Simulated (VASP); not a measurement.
# CuO (C2/c) in VASP: a series of runs, part 2 of 2

VASP 6.6.1. The steps go on from the part before.

## (4) Single point, PBEsol+U, collinear spin, antiferromagnetic start

INCAR

```
SYSTEM = CuO
PREC = Accurate
ENCUT = 520
EDIFF = 1E-7
ISMEAR = 0
SIGMA = 0.05
LREAL = .FALSE.
LASPH = .TRUE.
NELM = 150
ALGO = Normal
ISIF = 2
LWAVE = .FALSE.
LCHARG = .TRUE.
ISPIN = 2
MAGMOM = 0.66 0.66 -0.66 -0.66 0.16 0.18 -0.16 -0.18
LORBIT = 11
LMAXMIX = 4
LDAU = .TRUE.
LDAUTYPE = 2
LDAUL = 2 -1
LDAUU = 7 0
LDAUJ = 0 0
LDAUPRINT = 1
GGA = PS
LELF = .TRUE.
LVHAR = .TRUE.
NBANDS = 48
```

KPOINTS

```
regular mesh
0
G
  7 4 4
  0 0 0
```

POSCAR

```
CuO
1.0
    2.3418496200     -1.7112997200      0.0000000000
    4.6836992400      3.4225994400      0.0000000000
   -0.8500298600      0.0000000000      5.0578691900
Cu O
4 4
Direct
    0.0000000000      0.2500000000      0.0000000000
    0.5000000000      0.0000000000      0.5000000000
    0.0000000000      0.7500000000      0.0000000000
    0.5000000000      0.5000000000      0.5000000000
    0.5816000000      0.2092000000      0.2500000000
    0.4184000000      0.2908000000      0.7500000000
    0.5816000000      0.7092000000      0.2500000000
    0.4184000000      0.7908000000      0.7500000000
```

Potentials or basis: VASP PAW PBE potentials, release 64 (Cu, O).

The run is started by

```sh
> cat potpaw_PBE.64/Cu/POTCAR potpaw_PBE.64/O/POTCAR > POTCAR
> mpirun -np 1 vasp_std > vasp.out
```

OUTCAR:

```text
SYSTEM = CuO
   PREC = Accurate
   ENCUT = 520
   EDIFF = 1E-7
   ISMEAR = 0
   LREAL = .FALSE.
   LASPH = .TRUE.
   NELM = 150
   ISIF = 2
   ISPIN = 2
   LORBIT = 11
   GGA = PS

 ion  position               nearest neighbor table
   1  0.000  0.250  0.000-   5 1.95   6 1.95   6 1.96   5 1.96
   2  0.500  0.000  0.500-   6 1.95   7 1.95   5 1.96   8 1.96
   3  0.000  0.750  0.000-   7 1.95   8 1.95   8 1.96   7 1.96
   4  0.500  0.500  0.500-   5 1.95   8 1.95   7 1.96   6 1.96
   5  0.582  0.209  0.250-   4 1.95   1 1.95   1 1.96   2 1.96
   6  0.418  0.291  0.750-   2 1.95   1 1.95   1 1.96   4 1.96
   7  0.582  0.709  0.250-   2 1.95   3 1.95   3 1.96   4 1.96
   8  0.418  0.791  0.750-   4 1.95   3 1.95   3 1.96   2 1.96

  LATTYP: Found a triclinic cell.
 ALAT       =     5.1288002014
 B/A-ratio  =     2.2153495271
 C/A-ratio  =     2.4726056341
 COS(alpha) =     0.0151394239
 COS(beta)  =     0.4962497009
 COS(gamma) =     0.8686319583

  Lattice vectors:

 A1 = (  -0.8500298600,   0.0000000000,   5.0578691900)
 A2 = (   0.6417899000,   5.1338991600,  10.1157383800)
 A3 = (  -7.8755787200,  -8.5564986000,   5.0578691900)

Analysis of symmetry for initial positions (statically):
=====================================================================
 Subroutine PRICEL returns following result:

  LATTYP: Found a base centered monoclinic cell.
 ALAT       =     4.6836992400
 B/A-ratio  =     0.7307470580
 C/A-ratio  =     1.0950319264
 COS(beta)  =    -0.1657365907
[... 12 lines left out ...]
 Subroutine GETGRP returns: Found  2 space group operations
 (whereof  2 operations were pure point group operations)
 out of a pool of  2 trial point group operations.

The static configuration has the point symmetry S_2 .

Analysis of symmetry for dynamics (positions and initial velocities):
=====================================================================
 Subroutine PRICEL returns following result:

  LATTYP: Found a base centered monoclinic cell.
 ALAT       =     4.6836992400
 B/A-ratio  =     0.7307470580
 C/A-ratio  =     1.0950319264
 COS(beta)  =    -0.1657365907
[... 12 lines left out ...]
 Subroutine GETGRP returns: Found  2 space group operations
 (whereof  2 operations were pure point group operations)
 out of a pool of  2 trial point group operations.

The dynamic configuration has the point symmetry S_2 .

Analysis of structural, dynamic, and magnetic symmetry:
=====================================================================
 Subroutine PRICEL returns following result:

  LATTYP: Found a base centered monoclinic cell.
 ALAT       =     4.6836992400
 B/A-ratio  =     0.7307470580
 C/A-ratio  =     1.0950319264
 COS(beta)  =    -0.1657365907
[... 12 lines left out ...]
 Subroutine GETGRP returns: Found  1 space group operations
 (whereof  1 operations were pure point group operations)
 out of a pool of  2 trial point group operations.

[... 145 lines left out ...]
   NGX = 11   NGY = 21   NGZ = 19

 number of electron      68.0000002 magnetization       0.0000011

atom =   1  type =  1  l = 2

 onsite density matrix

spin component  1
[... 116 lines left out ...]
  o =  0.3546  v = -0.1008 -0.5596 -0.0097 -0.7812  0.2574  0.0000  0.0000  0.0000  0.0000  0.0000      0.0000  0.0000  0.0000  0.0000  0.0000  0.0000  0.0000  0.0000  0.0000  0.0000
  o =  0.9641  v =  0.8541  0.1245  0.4656 -0.1897  0.0467  0.0000  0.0000  0.0000  0.0000  0.0000      0.0000  0.0000  0.0000  0.0000  0.0000  0.0000  0.0000  0.0000  0.0000  0.0000
  o =  0.9682  v =  0.0000  0.0000  0.0000  0.0000  0.0000  0.8512  0.0978  0.4863 -0.1709  0.0142      0.0000  0.0000  0.0000  0.0000  0.0000  0.0000  0.0000  0.0000  0.0000  0.0000
  o =  0.9752  v =  0.0041  0.4956 -0.3037 -0.5495 -0.6001  0.0000  0.0000  0.0000  0.0000  0.0000      0.0000  0.0000  0.0000  0.0000  0.0000  0.0000  0.0000  0.0000  0.0000  0.0000
  o =  0.9759  v = -0.1139  0.6247 -0.1088 -0.1871  0.7416  0.0000  0.0000  0.0000  0.0000  0.0000      0.0000  0.0000  0.0000  0.0000  0.0000  0.0000  0.0000  0.0000  0.0000  0.0000
  o =  0.9768  v =  0.0000  0.0000  0.0000  0.0000  0.0000 -0.0158 -0.4559  0.2906  0.5409  0.6441      0.0000  0.0000  0.0000  0.0000  0.0000  0.0000  0.0000  0.0000  0.0000  0.0000
  o =  0.9777  v =  0.0000  0.0000  0.0000  0.0000  0.0000  0.0803 -0.6675  0.0926  0.2232 -0.6997      0.0000  0.0000  0.0000  0.0000  0.0000  0.0000  0.0000  0.0000  0.0000  0.0000
  o =  0.9825  v =  0.4974 -0.1882 -0.8240  0.1292  0.1467  0.0000  0.0000  0.0000  0.0000  0.0000      0.0000  0.0000  0.0000  0.0000  0.0000  0.0000  0.0000  0.0000  0.0000  0.0000
  o =  0.9836  v =  0.0000  0.0000  0.0000  0.0000  0.0000 -0.5096  0.1757  0.8188 -0.1207 -0.1562      0.0000  0.0000  0.0000  0.0000  0.0000  0.0000  0.0000  0.0000  0.0000  0.0000
  o =  1.0330  v =  0.0000  0.0000  0.0000  0.0000  0.0000 -0.0952 -0.5533 -0.0052 -0.7835  0.2663      0.0000  0.0000  0.0000  0.0000  0.0000  0.0000  0.0000  0.0000  0.0000  0.0000

 number of electron      68.0000002 magnetization      -0.0000008

 Free energy of the ion-electron system (eV)
  ---------------------------------------------------
  ext. energy  EPLUGINS =         0.00000000
  ---------------------------------------------------
  free energy    TOTEN  =       -35.25024510 eV

  energy without entropy =      -35.25024510  energy(sigma->0) =      -35.25024510

 E-fermi :   4.8246     XC(G=0): -12.1160

 val. band max:        4.5394281254   @ k =   0.4286   0.0000  -0.0000
 cond. band min:       5.9248359699   @ k =   0.0000   0.5000   0.5000
 fundamental gap:      1.3854078445
 Fermi energy:         4.8246172713

 spin component 1

 k-point     1 :       0.0000    0.0000    0.0000
  band No.  band energies     occupation
      1     -14.0697      1.00000
      2     -13.2099      1.00000
      3     -12.6669      1.00000
      4     -12.3898      1.00000
      5      -3.3381      1.00000
      6      -2.9243      1.00000
[... 2345 lines left out ...]
     45      17.2013      0.00000
     46      18.7208      0.00000

 [... further k-points ...]

 [bands above 46 left out]

------------------------ aborting loop because EDIFF is reached ----------------------------------------

  FORCE on cell =-STRESS in cart. coord.  units (eV):
  Direction    XX          YY          ZZ          XY          YZ          ZX
  --------------------------------------------------------------------------------------
  -------------------------------------------------------------------------------------
  Total       -3.4842543     -2.3718627     -3.6687864      0.0632984     -0.0332468      0.6415800
  in kB      -68.8506040    -46.8691916    -72.4970505      1.2508080     -0.6569728     12.6779402
  external PRESSURE =     -62.7389487 kB  Pullay stress =       0.0000000 kB

 VOLUME and BASIS-vectors are now :
 -----------------------------------------------------------------------------
  energy-cutoff  :      520.00
  volume of cell :       81.08
      direct lattice vectors                 reciprocal lattice vectors
     2.341849620 -1.711299720  0.000000000     0.213506451 -0.292175587  0.035882078
     4.683699240  3.422599440  0.000000000     0.106753225  0.146087793  0.017941039
    -0.850029860  0.000000000  5.057869190     0.000000000  0.000000000  0.197711717

 POSITION                                       TOTAL-FORCE (eV/Angst)
 -----------------------------------------------------------------------------------
      1.17092      0.85565      0.00000         0.010126     -0.127610      0.023253
      0.74591     -0.85565      2.52893        -0.076916     -0.100230     -0.025331
      3.51277      2.56695      0.00000         0.010126     -0.127610      0.023253
      3.08776      0.85565      2.52893        -0.076916     -0.100230     -0.025331
      2.12934     -0.27928      1.26447         0.025044      0.213936      0.050673
      1.70433      0.27928      3.79340         0.041745      0.013904     -0.048595
      4.47119      1.43202      1.26447         0.025044      0.213936      0.050673
      4.04618      1.99058      3.79340         0.041745      0.013904     -0.048595
 -----------------------------------------------------------------------------------
    total drift:                               -0.000061     -0.000001      0.000023

  FREE ENERGIE OF THE ION-ELECTRON SYSTEM (eV)
  ---------------------------------------------------
  free  energy   TOTEN  =       -35.2502451032 eV

  energy  without entropy=      -35.2502451032  energy(sigma->0) =      -35.25024510

 total charge

# of ion       s       p       d       tot
------------------------------------------
    1        0.379   0.398   9.171   9.948
    2        0.379   0.398   9.169   9.946
    3        0.379   0.398   9.171   9.948
    4        0.379   0.398   9.169   9.946
    5        1.550   3.427   0.000   4.977
    6        1.552   3.422   0.000   4.974
    7        1.550   3.427   0.000   4.977
    8        1.552   3.422   0.000   4.974
--------------------------------------------------
tot          7.721  15.289  36.680  59.690

 magnetization (x)

# of ion       s       p       d       tot
------------------------------------------
    1       -0.004  -0.001   0.687   0.682
    2       -0.001  -0.001   0.687   0.685
    3        0.004   0.001  -0.687  -0.682
    4        0.001   0.001  -0.687  -0.685
    5        0.010   0.110   0.000   0.119
    6        0.008   0.122   0.000   0.130
    7       -0.010  -0.110   0.000  -0.119
    8       -0.008  -0.122   0.000  -0.130
--------------------------------------------------
tot          0.000   0.000   0.000   0.000
```

Run time: 16 min. Hardware: 1 thread of Oxide Virtual Turin-like, shared host; peak memory 0.4 GiB.

What came out:

* Free energy: -35.2502 eV
* Pressure: -6.3 GPa
* Largest force: 0.221 eV/Å
* Band gap on the k mesh: 1.39 eV
* Net moment: 0.00 μB per cell
* Site moments: Cu +0.68, +0.69, -0.68, -0.69; O +0.12, +0.13, -0.12, -0.13 μB
* Valence electrons inside the program's atomic spheres: Cu 9.95; O 4.98, 4.97 (each value once)

Forces on the atoms (eV/Å):
```
Cu   0.010 -0.128  0.023
Cu  -0.077 -0.100 -0.025
Cu   0.010 -0.128  0.023
Cu  -0.077 -0.100 -0.025
O    0.025  0.214  0.051
O    0.042  0.014 -0.049
O    0.025  0.214  0.051
O    0.042  0.014 -0.049
```

Eigenvalues of the final occupation matrices:
```tsv
site	spin	trace	eigenvalues
site 1 d	1	4.94	0.97 0.98 0.98 0.98 1.03
site 1 d	2	4.25	0.36 0.96 0.98 0.98 0.98
site 2 d	1	4.94	0.97 0.98 0.98 0.98 1.03
site 2 d	2	4.25	0.35 0.96 0.98 0.98 0.98
site 3 d	1	4.25	0.36 0.96 0.98 0.98 0.98
site 3 d	2	4.94	0.97 0.98 0.98 0.98 1.03
site 4 d	1	4.25	0.35 0.96 0.98 0.98 0.98
site 4 d	2	4.94	0.97 0.98 0.98 0.98 1.03
```

Caveat: the cell stands under tension; the PAW data sets were made with another functional, which shifts forces and pressure a little; an odd mesh through Γ misses points on the zone boundary, where band edges can lie.
